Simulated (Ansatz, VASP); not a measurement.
One calculation of C, two programs

The input POSCAR:

```
C
1.0
    2.4470936931      0.0000000000      0.0000000000
   -1.2235468465      2.1192453036      0.0000000000
    0.0000000000      0.0000000000      8.0733165092
C
8
Direct
    0.0000000000      0.0000000000      0.0929334757
    0.0000000000      0.0000000000      0.5929334757
    0.0000000000      0.0000000000      0.4070665243
    0.0000000000      0.0000000000      0.9070665243
    0.3333333333      0.6666666667      0.1554962089
    0.6666666667      0.3333333333      0.6554962089
    0.3333333333      0.6666666667      0.3445037911
    0.6666666667      0.3333333333      0.8445037911
```

The input INCAR.step1:

```
PREC = Accurate
ENCUT = 520
ISMEAR = 0
SIGMA = 0.05
LREAL = F
LASPH = T
NELM = 100
NBANDS = 26
GGA = PE
ALGO = Normal
EDIFF = 1E-4
LWAVE = T
LCHARG = F
```

INCAR.step2

```
PREC = Accurate
ENCUT = 520
EDIFF = 1E-7
ISMEAR = 0
SIGMA = 0.05
LREAL = F
LASPH = T
NELM = 100
ALGO = Normal
ISIF = 2
LWAVE = F
LCHARG = F
METAGGA = R2SCAN
LMIXTAU = T
NBANDS = 26
ISTART = 1
```

Contents of KPOINTS:

```
Automatic mesh
0
Gamma
  12 12 4
```

Input for Ansatz:

```yaml
crystal:
  lattice:
    - [2.4470936931, 0.0, 0.0]
    - [-1.2235468465, 2.1192453036, 0.0]
    - [0.0, 0.0, 8.0733165092]
  atoms:
    - { symbol: C, position: [0.0, 0.0, 0.0929334757] }
    - { symbol: C, position: [0.0, 0.0, 0.5929334757] }
    - { symbol: C, position: [0.0, 0.0, 0.4070665243] }
    - { symbol: C, position: [0.0, 0.0, 0.9070665243] }
    - { symbol: C, position: [0.3333333333, 0.6666666667, 0.1554962089] }
    - { symbol: C, position: [0.6666666667, 0.3333333333, 0.6554962089] }
    - { symbol: C, position: [0.3333333333, 0.6666666667, 0.3445037911] }
    - { symbol: C, position: [0.6666666667, 0.3333333333, 0.8445037911] }
basis:
  ecutwfc: 500
kpoints:
  mp_grid: { grid: [12, 12, 4] }
hamiltonian:
  xc: r2scan
scf:
  occupations: { method: gaussian, width: 0.05 }
output:
  forces: true
  stress: true
  eigenvalues: true
```

Change from the starting cell: strain -0.025 along x and y, -0.025 along z, atoms carried along.

Alike in both runs: task single point; functional r2SCAN; k mesh 12 × 12 × 4; occupations gaussian, width 0.05 eV; no spin polarisation.

```csv
,VASP,Ansatz
version,VASP 6.6.1,Ansatz 0.2.0
potentials or method,"VASP PAW PBE potentials, release 64 (C), cutoff 520 eV","scalar-relativistic, plane waves, PAW"
valence electrons in the cell,32,32
```

|  | VASP | Ansatz | Ansatz less VASP |
| --- | --- | --- | --- |
| gap on the k mesh at the Fermi level (eV) | 4.98 | 5.00 | +0.026 |
| least direct gap on the mesh (eV) | 5.71 | 5.77 | +0.052 |
| pressure (GPa) | 40.8 | 39.4 | -1.46 |
| traceless stress, the component that is largest in VASP (GPa) | 0.13 | 0.16 | +0.024 |
| rms of the force components (eV/Å) | 0.035 | 0.032 | -0.0035 |

VASP's potentials were made for PBE, not for r2SCAN. Atom by atom the forces differ by 0.003 eV/Å (rms over components). Both programs put the cell under a high pressure, so it lies far from rest at this level. With one functional, cell and mesh, what is left measures potentials, basis and numerics.
